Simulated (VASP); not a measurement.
# Si2W (I4/mmm) in VASP: notebook

The runs below take Si2W through single point, with LDA.

All numbers are computed with VASP 6.6.1; they aren't measurements. Logs are shortened: lines on timing, memory, paths and dates and some standing lists are left out, and cuts for length are marked.

### 1 The cell of the first run

The structure is tetragonal, space group I4/mmm (No. 139). The conventional cell has a = 3.228 Å, b = 3.228 Å, c = 7.875 Å, α = 90.00°, β = 90.00°, γ = 90.00°. Within 3.4 Å of Si (site symmetry 4mm) lie 9 Si at 2.60 to 3.23 Å and 5 W at 2.63 to 2.64 Å. W (site symmetry 4/mmm) has 10 Si at 2.63 to 2.64 Å and 4 W at 3.23 Å within 3.5 Å.

### 2 Single point, LDA (13.67 Å³/atom)

INCAR

```
SYSTEM = Si2W
PREC = Accurate ; ENCUT = 520
EDIFF = 1E-7 ; ISMEAR = 0
SIGMA = 0.15 ; LREAL = .False.
LASPH = .True. ; NELM = 60
ALGO = Normal ; ISIF = 2
LWAVE = .False. ; LCHARG = .False.
GGA = CA ; NBANDS = 18
```

KPOINTS

```
Automatic mesh
0
Gamma
  20 20 20
  0 0 0
```

POSCAR

```
Si2W
1.0
   -1.6138273433      1.6138273433      3.9374127038
    1.6138273433     -1.6138273433      3.9374127038
    1.6138273433      1.6138273433     -3.9374127038
Si W
2 1
Direct
    0.3346644983      0.3346644983      0.0000000000
    0.6653355017      0.6653355017      0.0000000000
    0.0000000000      0.0000000000      0.0000000000
```

Potentials or basis: VASP PAW LDA potentials, release 64 (Si, W_sv).

Launch:

```
$ cat potpaw_LDA.64/Si/POTCAR potpaw_LDA.64/W_sv/POTCAR > POTCAR
$ mpirun -np 1 vasp_std > vasp.out
```

OUTCAR:

```text
SYSTEM = Si2W
   PREC = Accurate
   ENCUT = 520
   EDIFF = 1E-7
   ISMEAR = 0
   LREAL = .False.
   LASPH = .True.
   NELM = 60
   ISIF = 2
   GGA = CA

 ion  position               nearest neighbor table
   1  0.335  0.335  0.000-   2 2.60   3 2.63   3 2.63   3 2.63   3 2.63   3 2.64   2 2.64   2 2.64
                             2 2.64   2 2.64
   2  0.665  0.665  0.000-   1 2.60   3 2.63   3 2.63   3 2.63   3 2.63   3 2.64   1 2.64   1 2.64
                             1 2.64   1 2.64
   3  0.000  0.000  0.000-   2 2.63   2 2.63   2 2.63   1 2.63   2 2.63   1 2.63   1 2.63   1 2.63
                             1 2.64   2 2.64

  LATTYP: Found a body centered tetragonal cell.
 ALAT       =     3.2276546866
 C/A-ratio  =     2.4397979872

  Lattice vectors:

 A1 = (  -1.6138273433,   1.6138273433,   3.9374127038)
 A2 = (   1.6138273433,  -1.6138273433,   3.9374127038)
 A3 = (   1.6138273433,   1.6138273433,  -3.9374127038)

Analysis of symmetry for initial positions (statically):
=====================================================================
 Subroutine PRICEL returns:
 Original cell was already a primitive cell.

 Routine SETGRP: Setting up the symmetry group for a
 body centered tetragonal supercell.

 Subroutine GETGRP returns: Found 16 space group operations
 (whereof 16 operations were pure point group operations)
 out of a pool of 16 trial point group operations.

The static configuration has the point symmetry D_4h.

Analysis of symmetry for dynamics (positions and initial velocities):
=====================================================================
 Subroutine PRICEL returns:
 Original cell was already a primitive cell.

 Routine SETGRP: Setting up the symmetry group for a
 body centered tetragonal supercell.

 Subroutine GETGRP returns: Found 16 space group operations
 (whereof 16 operations were pure point group operations)
 out of a pool of 16 trial point group operations.

The dynamic configuration has the point symmetry D_4h.

 Subroutine INISYM returns: Found 16 space group operations
 (whereof 16 operations are pure point group operations),
 and found     1 'primitive' translations

----------------------------------------------------------------------------------------

                                     Primitive cell

  volume of cell :      41.0190

  direct lattice vectors                    reciprocal lattice vectors
    -1.613827343  1.613827343  3.937412704     0.000000000  0.309822486  0.126986942
     1.613827343 -1.613827343  3.937412704     0.309822486  0.000000000  0.126986942
     1.613827343  1.613827343 -3.937412704     0.309822486  0.309822486  0.000000000

  length of vectors
     4.551054404  4.551054404  4.551054404     0.334836761  0.334836761  0.438155162

  position of ions in fractional coordinates (direct lattice)
     0.334664498  0.334664498  0.000000000
     0.665335502  0.665335502  0.000000000
     0.000000000  0.000000000  0.000000000

  ion indices of the primitive-cell ions
   primitive index   ion index
                 1           1
                 2           2
                 3           3

----------------------------------------------------------------------------------------

 KPOINTS: Automatic mesh

Automatic generation of k-mesh.
 Grid dimensions read from file:
 generate k-points for:   20   20   20

 Generating k-lattice:

  Cartesian coordinates                     Fractional coordinates (reciprocal lattice)
     0.000000000  0.015491124  0.006349347     0.050000000  0.000000000  0.000000000
     0.015491124  0.000000000  0.006349347     0.000000000  0.050000000  0.000000000
     0.015491124  0.015491124  0.000000000     0.000000000  0.000000000  0.050000000

  Length of vectors
     0.016741838  0.016741838  0.021907758

  Shift w.r.t. Gamma in fractional coordinates (k-lattice)
     0.000000000  0.000000000  0.000000000

 Subroutine IBZKPT returns following result:
 ===========================================

 Found    641 irreducible k-points:

 Following reciprocal coordinates:
            Coordinates               Weight
  0.000000  0.000000  0.000000      1.000000
  0.050000  0.000000 -0.000000      8.000000
  0.100000  0.000000 -0.000000      8.000000
  0.150000  0.000000  0.000000      8.000000
  0.200000  0.000000 -0.000000      8.000000
  0.250000  0.000000 -0.000000      8.000000
[... 16 lines left out ...]
 -0.400000  0.050000  0.000000     16.000000
 -0.350000  0.050000  0.000000     16.000000
 [... further k-points ...]
   k-points           NKPTS =    641   k-points in BZ     NKDIM =    641   number of bands    NBANDS=     18
   number of dos      NEDOS =    301   number of ions     NIONS =      3
   total plane-waves  NPLWV =  46656
   dimension x,y,z NGX =    36 NGY =   36 NGZ =   36
   dimension x,y,z NGXF=    72 NGYF=   72 NGZF=   72
   ions per type =               2   1
   NGX,Y,Z   is equivalent  to a cutoff of  13.15, 13.15, 13.15 a.u.
   NGXF,Y,Z  is equivalent  to a cutoff of  26.30, 26.30, 26.30 a.u.
 SYSTEM =  Si2W
   PREC   = accura    normal or accurate (medium, high low for compatibility)
   ISTART =      0    job   : 0-new  1-cont  2-samecut
   ICHARG =      2    charge: 1-file 2-atom 10-const
   ISPIN  =      1    spin polarized calculation?
   LNONCOLLINEAR =      F non collinear calculations
   LSORBIT =      F    spin-orbit coupling
   LASPH  =      T    aspherical Exc in radial PAW
   ENCUT  =  520.0 eV  38.22 Ry    6.18 a.u.   8.46  8.46  8.46*2*pi/ulx,y,z
   NELM   =     60;   NELMIN=  2; NELMDL= -5     # of ELM steps
   EDIFF  = 0.1E-06   stopping-criterion for ELM
   LREAL  =      F    real-space projection
   EDIFFG = 0.1E-05   stopping-criterion for IOM
   NSW    =      0    number of steps for IOM
   IBRION =     -1    ionic relax: 0-MD 1-quasi-New 2-CG
   NFREE  =      0    steps in history (QN), initial steepest desc. (CG)
   ISIF   =      2    stress and relaxation
   ISYM   =      2    0-nonsym 1-usesym 2-fastsym
   POTIM  = 0.5000    time-step for ionic-motion
   TEBEG  =    0.0;   TEEND  =   0.0 temperature during run
   PSTRESS=    0.0 pullay stress
   NELECT =      22.0000    total number of electrons
   NUPDOWN=      -1.0000    fix difference up-down
   EMIN   =  10.00;   EMAX   =-10.00  energy-range for DOS
   EFERMI =   0.00;   METHOD = LEGACY
   ISMEAR =     0;   SIGMA  =   0.15  broadening in eV -4-tet -1-fermi 0-gaus
   EFERMI_NEDOS =   21; number of points for ismear=-14 and -15
   IALGO  =     38    algorithm
   IMIX   =      4    mixing-type and parameters
     AMIX     =   0.40;   BMIX     =  1.00
     AMIX_MAG =   1.60;   BMIX_MAG =  1.00
  volume/ion in A,a.u.               =      13.67        92.27
  Fermi-wavevector in a.u.,A,eV,Ry     =   1.330109  2.513542 24.071306  1.769191
  Thomas-Fermi vector in A             =   2.459221
   LORBIT       =      0    0 simple, 1 ext, 2 COOP (PROOUT), +10 PAW based schemes
   GGA     = CA    functional components
   LHFCALC =     F    Hartree Fock is set to
   AEXX    =    0.0000 exact exchange contribution
   IVDW    =     0    specifies the selected vdW correction
   LEPSILON=     F    determine dielectric tensor
   LRPA    =     F    only Hartree local field effects (RPA)
 non-spin polarized calculation
 Gauss-broadening in eV      SIGMA  =   0.15
  energy-cutoff  :      520.00
  volume of cell :       41.02
 maximum number of plane-waves:      1134
 NGX is ok and might be reduce to    36
   NGX = 17   NGY = 17   NGZ = 17

 number of electron      22.0000000 magnetization

 Free energy of the ion-electron system (eV)
  ---------------------------------------------------
  ext. energy  EPLUGINS =         0.00000000
  ---------------------------------------------------
  free energy    TOTEN  =       -27.31999952 eV

  energy without entropy =      -27.31719378  energy(sigma->0) =      -27.31859665

 E-fermi :  11.6605     XC(G=0): -12.5789

 val. band max:       11.6584347244   @ k =  -0.1500  -0.2500   0.1500
 cond. band min:      11.6621857041   @ k =  -0.2000  -0.3000   0.2000
 fundamental gap:      0.0037509797
 Fermi energy:        11.6605218829

 k-point     1 :       0.0000    0.0000    0.0000
  band No.  band energies     occupation
      1     -61.7587      2.00000
      2     -26.2700      2.00000
      3     -26.2467      2.00000
      4     -26.2467      2.00000
      5      -2.1966      2.00000
      6       4.9554      2.00000
[... 10 lines left out ...]
     17      17.2387      0.00000
     18      17.2387      0.00000

 k-point     2 :       0.0500    0.0000   -0.0000
  band No.  band energies     occupation
      1     -61.7585      2.00000
      2     -26.2696      2.00000
      3     -26.2519      2.00000
      4     -26.2462      2.00000
      5      -2.1494      2.00000
      6       4.9588      2.00000
[... 10 lines left out ...]
     17      17.2424      0.00000
     18      17.4302      0.00000

 k-point     3 :       0.1000    0.0000   -0.0000
  band No.  band energies     occupation
      1     -61.7580      2.00000
      2     -26.2686      2.00000
      3     -26.2670      2.00000
      4     -26.2448      2.00000
      5      -2.0085      2.00000
      6       4.9624      2.00000
[... 10 lines left out ...]
     17      17.2812      0.00000
     18      17.9069      0.00000

 k-point     4 :       0.1500    0.0000    0.0000
  band No.  band energies     occupation
      1     -61.7572      2.00000
      2     -26.2906      2.00000
      3     -26.2667      2.00000
      4     -26.2427      2.00000
      5      -1.7766      2.00000
      6       4.9440      2.00000
[... 375 lines left out ...]
      4     -26.2328      2.00000
      5       1.1349      2.00000
      6       2.6254      2.00000
[... 10 lines left out ...]
     17      18.4963      0.00000
     18      18.9215      0.00000

 k-point    23 :      -0.4000    0.0500    0.0000
  band No.  band energies     occupation
      1     -61.7519      2.00000
      2     -26.4361      2.00000
      3     -26.2545      2.00000
      4     -26.2342      2.00000
      5       0.5032      2.00000
      6       3.2676      2.00000
[... 10 lines left out ...]
     17      18.6341      0.00000
     18      19.6922      0.00000

 k-point    24 :      -0.3500    0.0500    0.0000
  band No.  band energies     occupation
      1     -61.7527      2.00000
      2     -26.4132      2.00000
      3     -26.2562      2.00000
      4     -26.2363      2.00000
      5      -0.0849      2.00000
      6       3.8765      2.00000
[... 10 lines left out ...]
     17      18.8084      0.00000
     18      20.0833      0.00000

 [... further k-points ...]
[... 5 lines left out ...]
  --------------------------------------------------------------------------------------
  -------------------------------------------------------------------------------------
  Total       -1.9785672     -1.9785672     -2.2608999      0.0000000      0.0000000     -0.0000000
  in kB      -77.2816388    -77.2816388    -88.3093812      0.0000000      0.0000000     -0.0000000
  external PRESSURE =     -80.9575529 kB  Pullay stress =       0.0000000 kB

 VOLUME and BASIS-vectors are now :
 -----------------------------------------------------------------------------
  energy-cutoff  :      520.00
  volume of cell :       41.02
      direct lattice vectors                 reciprocal lattice vectors
    -1.613827343  1.613827343  3.937412704     0.000000000  0.309822486  0.126986942
     1.613827343 -1.613827343  3.937412704     0.309822486  0.000000000  0.126986942
     1.613827343  1.613827343 -3.937412704     0.309822486  0.309822486  0.000000000

 POSITION                                       TOTAL-FORCE (eV/Angst)
 -----------------------------------------------------------------------------------
      0.00000      0.00000      2.63542         0.000000      0.000000      0.097660
      0.00000      0.00000      5.23940        -0.000000     -0.000000     -0.097660
      0.00000      0.00000      0.00000        -0.000000     -0.000000     -0.000000
 -----------------------------------------------------------------------------------
    total drift:                               -0.000000     -0.000000      0.000000

  FREE ENERGIE OF THE ION-ELECTRON SYSTEM (eV)
  ---------------------------------------------------
  free  energy   TOTEN  =       -27.3199995153 eV

  energy  without entropy=      -27.3171937845  energy(sigma->0) =      -27.31859665
```

Run time: 5 min. Hardware: 1 thread of Intel Xeon 6975P-C (Granite Rapids), shared host; peak memory 0.53 GiB.

What came out:

```
Free energy            : -27.3200 eV
Pressure               : -8.1 GPa
Largest force          : 0.098 eV/Å
Band gap on the k mesh : zero (bands 11 and 12 overlap by 1.25 eV)
```

Forces in eV/Å, atoms in the order of the input:
```
Si   0.000  0.000  0.098
Si   0.000  0.000 -0.098
W    0.000  0.000  0.000
```

Caveat: the cell stands under tension; spin-orbit coupling is left out, which moves the levels of the heavy elements.

[end of part 1 of 2]
